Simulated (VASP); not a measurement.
# LiH (Fm-3m) in VASP: notebook

Runs on LiH. Level: PBE. Tasks: single point.

All numbers are computed with VASP 6.6.1; they aren't measurements. Logs are shortened: lines on timing, memory, paths and dates and some standing lists are left out, and cuts for length are marked.

### Step 1. The cell of the first run

The structure is cubic, space group Fm-3m (No. 225). Conventional cell: a = 4.001 Å, b = 4.001 Å, c = 4.001 Å, α = 90.00°, β = 90.00°, γ = 90.00°. Within 2.7 Å of Li (site symmetry m-3m) lie 6 H at 2.00 Å. H (site symmetry m-3m) has 6 Li at 2.00 Å within 2.7 Å.

### Step 2. Single point, PBE

Input file INCAR:

```
SYSTEM = LiH
PREC = Accurate ; ENCUT = 750
EDIFF = 1E-6 ; ISMEAR = 0
SIGMA = 0.01 ; LREAL = .FALSE.
LASPH = .TRUE. ; NELM = 120
ALGO = Normal ; ISIF = 2
LWAVE = .FALSE. ; LCHARG = .TRUE.
GGA = PE ; LELF = .TRUE.
LVHAR = .TRUE. ; NBANDS = 9
GGA_COMPAT = .FALSE.
```

Input file KPOINTS:

```
regular mesh
0
G
  4 4 4
  0 0 0
```

Input file POSCAR:

```
LiH
1.0
    0.0000000000      2.0003148300      2.0003148300
    2.0003148300      0.0000000000      2.0003148300
    2.0003148300      2.0003148300      0.0000000000
Li H
1 1
Direct
    0.0000000000      0.0000000000      0.0000000000
    0.5000000000      0.5000000000      0.5000000000
```

Potentials or basis: VASP PAW PBE potentials, release 64 (Li_sv, H).

The run is started by

```sh
$ cat potpaw_PBE.64/Li_sv/POTCAR potpaw_PBE.64/H/POTCAR > POTCAR
$ mpirun -np 1 vasp_std > vasp.out
```

OUTCAR:

```text
SYSTEM = LiH
   PREC = Accurate
   ENCUT = 750
   EDIFF = 1E-6
   ISMEAR = 0
   LREAL = .FALSE.
   LASPH = .TRUE.
   NELM = 120
   ISIF = 2
   GGA = PE

 ion  position               nearest neighbor table
   1  0.000  0.000  0.000-
   2  0.500  0.500  0.500-

  LATTYP: Found a face centered cubic cell.
 ALAT       =     4.0006296600

  Lattice vectors:

 A1 = (   0.0000000000,   2.0003148300,   2.0003148300)
 A2 = (   2.0003148300,   0.0000000000,   2.0003148300)
 A3 = (   2.0003148300,   2.0003148300,   0.0000000000)

Analysis of symmetry for initial positions (statically):
=====================================================================
 Subroutine PRICEL returns:
 Original cell was already a primitive cell.

 Routine SETGRP: Setting up the symmetry group for a
 face centered cubic supercell.

 Subroutine GETGRP returns: Found 48 space group operations
 (whereof 48 operations were pure point group operations)
 out of a pool of 48 trial point group operations.

The static configuration has the point symmetry O_h .

Analysis of symmetry for dynamics (positions and initial velocities):
=====================================================================
 Subroutine PRICEL returns:
 Original cell was already a primitive cell.

 Routine SETGRP: Setting up the symmetry group for a
 face centered cubic supercell.

 Subroutine GETGRP returns: Found 48 space group operations
 (whereof 48 operations were pure point group operations)
 out of a pool of 48 trial point group operations.

The dynamic configuration has the point symmetry O_h .

 Subroutine INISYM returns: Found 48 space group operations
 (whereof 48 operations are pure point group operations),
 and found     1 'primitive' translations

----------------------------------------------------------------------------------------

                                     Primitive cell

  volume of cell :      16.0076

  direct lattice vectors                    reciprocal lattice vectors
     0.000000000  2.000314830  2.000314830    -0.249960652  0.249960652  0.249960652
     2.000314830  0.000000000  2.000314830     0.249960652 -0.249960652  0.249960652
     2.000314830  2.000314830  0.000000000     0.249960652  0.249960652 -0.249960652

  length of vectors
     2.828872362  2.828872362  2.828872362     0.432944550  0.432944550  0.432944550

  position of ions in fractional coordinates (direct lattice)
[... 65 lines left out ...]
   NSW    =      0    number of steps for IOM
   IBRION =     -1    ionic relax: 0-MD 1-quasi-New 2-CG
   NFREE  =      0    steps in history (QN), initial steepest desc. (CG)
   ISIF   =      2    stress and relaxation
   ISYM   =      2    0-nonsym 1-usesym 2-fastsym
   POTIM  = 0.5000    time-step for ionic-motion
   TEBEG  =    0.0;   TEEND  =   0.0 temperature during run
   PSTRESS=    0.0 pullay stress
   NELECT =       4.0000    total number of electrons
   NUPDOWN=      -1.0000    fix difference up-down
   EMIN   =  10.00;   EMAX   =-10.00  energy-range for DOS
   EFERMI =   0.00;   METHOD = LEGACY
   ISMEAR =     0;   SIGMA  =   0.01  broadening in eV -4-tet -1-fermi 0-gaus
   EFERMI_NEDOS =   21; number of points for ismear=-14 and -15
   IALGO  =     38    algorithm
   IMIX   =      4    mixing-type and parameters
     AMIX     =   0.40;   BMIX     =  1.00
     AMIX_MAG =   1.60;   BMIX_MAG =  1.00
  volume/ion in A,a.u.               =       8.00        54.01
  Fermi-wavevector in a.u.,A,eV,Ry     =   1.031145  1.948582 14.466535  1.063260
  Thomas-Fermi vector in A             =   2.165279
   LORBIT       =      0    0 simple, 1 ext, 2 COOP (PROOUT), +10 PAW based schemes
   GGA     = PE    functional components
   LHFCALC =     F    Hartree Fock is set to
   AEXX    =    0.0000 exact exchange contribution
   IVDW    =     0    specifies the selected vdW correction
   LEPSILON=     F    determine dielectric tensor
   LRPA    =     F    only Hartree local field effects (RPA)
 non-spin polarized calculation
 Gauss-broadening in eV      SIGMA  =   0.01
  energy-cutoff  :      750.00
  volume of cell :       16.01
 maximum number of plane-waves:       754
 NGX is ok and might be reduce to    28
   NGX = 13   NGY = 13   NGZ = 13

 number of electron       4.0000001 magnetization

 Free energy of the ion-electron system (eV)
  ---------------------------------------------------
  ext. energy  EPLUGINS =         0.00000000
  ---------------------------------------------------
  free energy    TOTEN  =        -6.11229787 eV

  energy without entropy =       -6.11229787  energy(sigma->0) =       -6.11229787

 E-fermi :   0.2196     XC(G=0):  -8.5250

 val. band max:        0.1339832517   @ k =   0.5000   0.5000   0.0000
 cond. band min:       3.0990253330   @ k =   0.5000   0.5000   0.0000
 fundamental gap:      2.9650420813
 Fermi energy:         0.2196471296

 k-point     1 :       0.0000    0.0000    0.0000
  band No.  band energies     occupation
      1     -44.1700      2.00000
      2      -5.3340      2.00000
      3      16.2955      0.00000
      4      18.0701      0.00000
      5      18.0701      0.00000
      6      18.0701      0.00000
      7      22.8024      0.00000
      8      22.8024      0.00000
      9      22.8024      0.00000
[... 73 lines left out ...]
 k-point     8 :      -0.2500    0.5000    0.2500
  band No.  band energies     occupation
      1     -44.1081      2.00000
      2      -0.0990      2.00000
      3       5.3953      0.00000
      4       5.3953      0.00000
      5      11.9572      0.00000
      6      17.8290      0.00000
      7      24.3183      0.00000
      8      24.3183      0.00000
      9      28.2137      0.00000

------------------------ aborting loop because EDIFF is reached ----------------------------------------

  FORCE on cell =-STRESS in cart. coord.  units (eV):
  Direction    XX          YY          ZZ          XY          YZ          ZX
  --------------------------------------------------------------------------------------
  -------------------------------------------------------------------------------------
  Total        0.0329192      0.0329192      0.0329192     -0.0000000      0.0000000      0.0000000
  in kB        3.2948396      3.2948396      3.2948396     -0.0000000      0.0000000      0.0000000
  external PRESSURE =       3.2948396 kB  Pullay stress =       0.0000000 kB

 VOLUME and BASIS-vectors are now :
 -----------------------------------------------------------------------------
  energy-cutoff  :      750.00
  volume of cell :       16.01
      direct lattice vectors                 reciprocal lattice vectors
     0.000000000  2.000314830  2.000314830    -0.249960652  0.249960652  0.249960652
     2.000314830  0.000000000  2.000314830     0.249960652 -0.249960652  0.249960652
     2.000314830  2.000314830  0.000000000     0.249960652  0.249960652 -0.249960652

 POSITION                                       TOTAL-FORCE (eV/Angst)
 -----------------------------------------------------------------------------------
      0.00000      0.00000      0.00000         0.000000      0.000000      0.000000
      2.00031      2.00031      2.00031         0.000000      0.000000      0.000000
 -----------------------------------------------------------------------------------
    total drift:                                0.000000      0.000000      0.000000

  FREE ENERGIE OF THE ION-ELECTRON SYSTEM (eV)
  ---------------------------------------------------
  free  energy   TOTEN  =        -6.1122978746 eV

  energy  without entropy=       -6.1122978746  energy(sigma->0) =       -6.11229787
```

Wall time 5.3 s (1 thread of AMD EPYC 9R45 (Zen 5), shared host); peak memory 0.11 GiB.

Results:

* Free energy: -6.1123 eV
* Pressure: 0.3 GPa
* Band gap on the k mesh: 2.96 eV, direct

Caveat: the k points lie up to 0.68 Å⁻¹ apart. Expect the measured gap to be larger: semilocal functionals such as PBE lack the derivative discontinuity.

### Step 3. Single point, PBE

Input file INCAR:

```
PREC = Accurate ; ENCUT = 750
EDIFF = 1E-6 ; ISMEAR = 0
SIGMA = 0.01 ; LREAL = False
LASPH = True ; NELM = 120
ALGO = Normal ; ISIF = 2
LWAVE = False ; LCHARG = False
GGA = PE ; NBANDS = 9
GGA_COMPAT = False
```

Input file KPOINTS:

```
regular mesh
0
Gamma
  4 4 4
```

POSCAR is that of step 2.

Potentials or basis: VASP PAW PBE potentials, release 64 (Li_sv, H).

The run is started by

```sh
$ cat potpaw_PBE.64/Li_sv/POTCAR potpaw_PBE.64/H/POTCAR > POTCAR
$ mpirun -np 1 vasp_std > vasp.out
```

It took 4.5 s on 1 thread of AMD EPYC 9R45 (Zen 5), shared host; peak memory 0.11 GiB.

It converged, with:

```
Free energy            : -6.1123 eV
Pressure               : 0.3 GPa
Band gap on the k mesh : 2.96 eV, direct
```

Levels at points of the mesh, in eV from the valence-band top:
```
           k point  band 1  band 2  band 3  band 4  band 5  band 6
(0.00, 0.00, 0.00)  -44.30   -5.47   16.16   17.94   17.94   17.94
(0.50, 0.00, 0.00)  -44.26   -2.65    4.91   13.71   16.54   16.54
(0.50, 0.50, 0.00)  -44.24    0.00    2.97   10.83   10.83   14.01
```

Caveat: the k points lie up to 0.68 Å⁻¹ apart.

### Step 4. Single point, PBE

This run uses another cell than the first one, of 8.51 Å³/atom, 1.064 times its volume.

Input file INCAR:

```
SYSTEM = LiH
ALGO = Normal
EDIFF = 1E-6
ENCUT = 750
GGA = PE
GGA_COMPAT = .False.
ISIF = 2
ISMEAR = 0
LASPH = .True.
LCHARG = .False.
LREAL = .False.
LWAVE = .False.
NBANDS = 9
NELM = 120
PREC = Accurate
SIGMA = 0.01
```

Input file KPOINTS:

```
k-points
0
Gamma
  4 4 4
  0 0 0
```

Input file POSCAR:

```
LiH
1.0
    0.0000000000      2.0420000000      2.0420000000
    2.0420000000      0.0000000000      2.0420000000
    2.0420000000      2.0420000000      0.0000000000
Li H
1 1
Direct
    0.0000000000      0.0000000000      0.0000000000
    0.5000000000      0.5000000000      0.5000000000
```

Potentials or basis: VASP PAW PBE potentials, release 64 (Li_sv, H).

The run is started by

```sh
$ cat potpaw_PBE.64/Li_sv/POTCAR potpaw_PBE.64/H/POTCAR > POTCAR
$ mpirun -np 1 vasp_std > vasp.out
```

OUTCAR:

```text
SYSTEM = LiH
   EDIFF = 1E-6
   ENCUT = 750
   GGA = PE
   ISIF = 2
   ISMEAR = 0
   LASPH = .True.
   LREAL = .False.
   NELM = 120
   PREC = Accurate

 ion  position               nearest neighbor table
   1  0.000  0.000  0.000-
   2  0.500  0.500  0.500-

  LATTYP: Found a face centered cubic cell.
 ALAT       =     4.0840000000

  Lattice vectors:

 A1 = (   0.0000000000,   2.0420000000,   2.0420000000)
[... 261 lines left out ...]
      8      23.2235      0.00000
      9      26.8186      0.00000

------------------------ aborting loop because EDIFF is reached ----------------------------------------

  FORCE on cell =-STRESS in cart. coord.  units (eV):
  Direction    XX          YY          ZZ          XY          YZ          ZX
  --------------------------------------------------------------------------------------
  -------------------------------------------------------------------------------------
  Total       -0.1873765     -0.1873765     -0.1873765      0.0000000      0.0000000      0.0000000
  in kB      -17.6290377    -17.6290377    -17.6290377      0.0000000      0.0000000      0.0000000
  external PRESSURE =     -17.6290377 kB  Pullay stress =       0.0000000 kB

 VOLUME and BASIS-vectors are now :
 -----------------------------------------------------------------------------
  energy-cutoff  :      750.00
  volume of cell :       17.03
      direct lattice vectors                 reciprocal lattice vectors
     0.000000000  2.042000000  2.042000000    -0.244857982  0.244857982  0.244857982
     2.042000000  0.000000000  2.042000000     0.244857982 -0.244857982  0.244857982
     2.042000000  2.042000000  0.000000000     0.244857982  0.244857982 -0.244857982

 POSITION                                       TOTAL-FORCE (eV/Angst)
 -----------------------------------------------------------------------------------
      0.00000      0.00000      0.00000         0.000000      0.000000      0.000000
      2.04200      2.04200      2.04200         0.000000     -0.000000     -0.000000
 -----------------------------------------------------------------------------------
    total drift:                                0.000000      0.000000      0.000000

  FREE ENERGIE OF THE ION-ELECTRON SYSTEM (eV)
  ---------------------------------------------------
  free  energy   TOTEN  =        -6.1083900427 eV

  energy  without entropy=       -6.1083900427  energy(sigma->0) =       -6.10839004
```

stdout:

```text
POSCAR found type information on POSCAR LiH
 POSCAR found :  2 types and       2 ions
 scaLAPACK will be used
 LDA part: xc-table for (Slater+PW92), standard interpolation
 POSCAR, INCAR and KPOINTS ok, starting setup
 FFT: planning ... GRIDC
 FFT: planning ... GRID_SOFT
 FFT: planning ... GRID
 WAVECAR not read
 entering main loop
```

It took 4.4 s on 1 thread of AMD EPYC 9R45 (Zen 5), shared host; peak memory 0.11 GiB.

What came out:

* Free energy: -6.1084 eV
* Pressure: -1.8 GPa
* Band gap on the k mesh: 3.01 eV, direct

Caveat: the k points lie up to 0.67 Å⁻¹ apart.

### Step 5. Single point, PBE

This run uses another cell than the first one, of 8.51 Å³/atom, 1.064 times its volume.

Input file INCAR:

```
PREC = Accurate
ENCUT = 750
EDIFF = 1E-6
ISMEAR = 0
SIGMA = 0.01
LREAL = F
LASPH = T
NELM = 120
ALGO = Normal
ISIF = 2
LWAVE = F
LCHARG = T
GGA = PE
LELF = T
LVHAR = T
NBANDS = 9
GGA_COMPAT = F
```

Input file KPOINTS:

```
Automatic mesh
0
Gamma
  4 4 4
```

POSCAR is that of step 4.

The run is started by

```sh
$ cat potpaw_PBE.64/Li_sv/POTCAR potpaw_PBE.64/H/POTCAR > POTCAR
$ mpirun -np 1 vasp_std > vasp.out
```

Run time: 5.1 s. Hardware: 1 thread of AMD EPYC 9R45 (Zen 5), shared host; peak memory 0.11 GiB.

It converged, with:

```yaml
Free_energy: -6.1084 eV
Pressure: -1.8 GPa
Band_gap_on_the_k_mesh: 3.01 eV, direct
```

Levels at points of the mesh, in eV from the valence-band top:
```csv
k point,band 1,band 2,band 3,band 4,band 5,band 6,band 7
"(0.00, 0.00, 0.00)",-44.36,-5.24,15.38,17.31,17.31,17.31,21.93
"(0.50, 0.00, 0.00)",-44.33,-2.47,4.77,13.19,15.98,15.98,18.52
"(0.50, 0.50, 0.00)",-44.32,0.00,3.01,10.53,10.53,13.63,16.47
```

Caveat: the k points lie up to 0.67 Å⁻¹ apart. A k mesh can miss the band edges.

### Step 6. Single point, PBE

This run uses another cell than the first one, of 9.03 Å³/atom, 1.128 times its volume.

Input file INCAR:

```
SYSTEM = LiH
PREC = Accurate
ENCUT = 750
EDIFF = 1E-6
ISMEAR = 0
SIGMA = 0.01
LREAL = .FALSE.
LASPH = .TRUE.
NELM = 120
ALGO = Normal
ISIF = 2
LWAVE = .FALSE.
LCHARG = .FALSE.
GGA = PE
NBANDS = 9
GGA_COMPAT = .FALSE.
```

Input file KPOINTS:

```
regular mesh
0
G
  4 4 4
  0 0 0
```

Input file POSCAR:

```
LiH
1.0
    0.0000000000      2.0820493800      2.0820493800
    2.0820493800      0.0000000000      2.0820493800
    2.0820493800      2.0820493800      0.0000000000
Li H
1 1
Direct
    0.0000000000      0.0000000000      0.0000000000
    0.5000000000      0.5000000000      0.5000000000
```

Potentials or basis: VASP PAW PBE potentials, release 64 (Li_sv, H).

The run is started by

```sh
$ cat potpaw_PBE.64/Li_sv/POTCAR potpaw_PBE.64/H/POTCAR > POTCAR
$ mpirun -np 1 vasp_std > vasp.out
```

It took 4.4 s on 1 thread of AMD EPYC 9R45 (Zen 5), shared host; peak memory 0.11 GiB.

It converged, with:

- Free energy: -6.0926 eV
- Pressure: -3.4 GPa
- Band gap on the k mesh: 3.04 eV, direct

Levels at points of the mesh, in eV from the valence-band top:
| k point | band 1 | band 2 | band 3 | band 4 | band 5 |
| --- | --- | --- | --- | --- | --- |
| (0.00, 0.00, 0.00) | -44.43 | -5.02 | 14.67 | 16.75 | 16.75 |
| (0.50, 0.00, 0.00) | -44.40 | -2.32 | 4.64 | 12.71 | 15.48 |
| (0.50, 0.50, 0.00) | -44.40 | 0.00 | 3.04 | 10.26 | 10.26 |

Caveat: the k points lie up to 0.65 Å⁻¹ apart.

### Step 7. Overview

```csv
cell,gap on the mesh (eV),pressure (GPa)
"a = 2.829 Å, angles 60.0°, 2 atoms",2.96,0.3
"a = 2.888 Å, angles 60.0°, 2 atoms",3.01,-1.8
"a = 2.944 Å, angles 60.0°, 2 atoms",3.04,-3.4
```

Alike in all rows: task single point; level PBE; potentials or basis VASP PAW PBE potentials, release 64 (Li_sv, H); no spin polarisation; k mesh 4 × 4 × 4; cutoff (eV) 750; smearing gaussian 0.01 eV.

Caveats: all runs use coarse meshes.

Total energies depend on the potentials used, so only differences within one code and one set of settings carry meaning.
